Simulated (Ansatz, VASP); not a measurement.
## SrTiO3 in VASP and in Ansatz

```xyz
5
Lattice="4.0470 0.0000 0.0000 0.0000 4.0470 0.0000 0.0000 0.0000 3.8914" Properties=species:S:1:pos:R:3 pbc="T T T"
Sr    0.0097    0.0000    0.0000
Ti    2.0475    2.0235    1.9457
O    -0.0393    2.0235    1.9457
O     1.9806    0.0000    1.9457
O     1.9806    2.0235    0.0000
```

Change from the starting cell: mode 1 frozen in at -0.041 Å, equal normal strain along x and y +0.0400.

Alike in both runs: task single point; functional PBEsol; k mesh 8 × 8 × 8; occupations gaussian, width 0.05 eV; no spin polarisation.

|  | VASP | Ansatz |
| --- | --- | --- |
| version | VASP 6.6.1 | Ansatz 0.2.0 |
| potentials or method | VASP PAW PBE potentials, release 64 (Sr_sv, Ti_sv, O), cutoff 520 eV | scalar-relativistic, plane waves, PAW |
| valence electrons in the cell | 40 | 40 |

```csv
,VASP,Ansatz,Ansatz less VASP
gap on the k mesh at the Fermi level (eV),1.70,1.73,+0.031
least direct gap on the mesh (eV),2.14,2.16,+0.017
pressure (GPa),-11.2,-11.7,-0.54
"traceless stress, the component that is largest in VASP (GPa)",4.65,4.60,-0.057
rms of the force components (eV/Å),0.104,0.109,+0.0054
```

VASP's potentials were made for PBE, not for PBEsol, and Ansatz warns of the same on its side. Atom by atom the forces differ by 0.006 eV/Å (rms over components). The functional is the same, so the differences come from potentials, cutoffs and numerics.
